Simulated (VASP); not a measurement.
Set up this calculation in VASP 6.6.1, as the native input.

```yaml
Task: single point
Functional: PBEsol
Potentials_or_basis: VASP PAW PBE potentials, release 64 (Al, Ni)
Cutoff: 600 eV
k_mesh: 20 × 20 × 20
Occupations: gaussian, width 0.15 eV
Spin: no spin polarisation
Dipole_correction: no
Further_INCAR_settings: ALGO = Normal; EDIFF = 1e-06; NBANDS = 14
```

The structure of AlNi lies in POSCAR:

```
AlNi
1.0
    2.8621655520      0.0000000000      0.0000000000
    0.0000000000      2.8621655520      0.0000000000
    0.0000000000      0.0000000000      2.8621655520
Al Ni
1 1
Direct
    0.0000000000      0.0000000000      0.0000000000
    0.4213881951      0.5000000000      0.5000000000
```

This cell differs from its parent crystal: atom 2 (Ni) moved by (-0.225, +0.000) A along x and z.

The input as run:

INCAR

```
ALGO = Normal
EDIFF = 1E-6
ENCUT = 600
GGA = PS
GGA_COMPAT = F
ISIF = 2
ISMEAR = 0
LASPH = T
LCHARG = F
LREAL = F
LWAVE = F
NBANDS = 14
NELM = 120
PREC = Accurate
SIGMA = 0.15
```

KPOINTS

```
k-points
0
Gamma
  20 20 20
```

Potentials or basis: VASP PAW PBE potentials, release 64 (Al, Ni).

The run is started by

```console
$ cat potpaw_PBE.64/Al/POTCAR potpaw_PBE.64/Ni/POTCAR > POTCAR
$ mpirun -np 1 vasp_std > vasp.out
```

Results of the run:

```json
{"Pressure": "3.6 GPa", "Largest force": "1.404 eV/Å"}
```

Caveat: the cell differs from its parent crystal (atom 2 (Ni) moved by (-0.225, +0.000) A along x and z); the PAW data sets were made with another functional, which shifts forces and pressure a little.

Wall time 61 s on 1 thread of Intel(R) Xeon(R) 6975P-C (Granite Rapids), with other jobs on the host, peak memory 0.39 GiB.
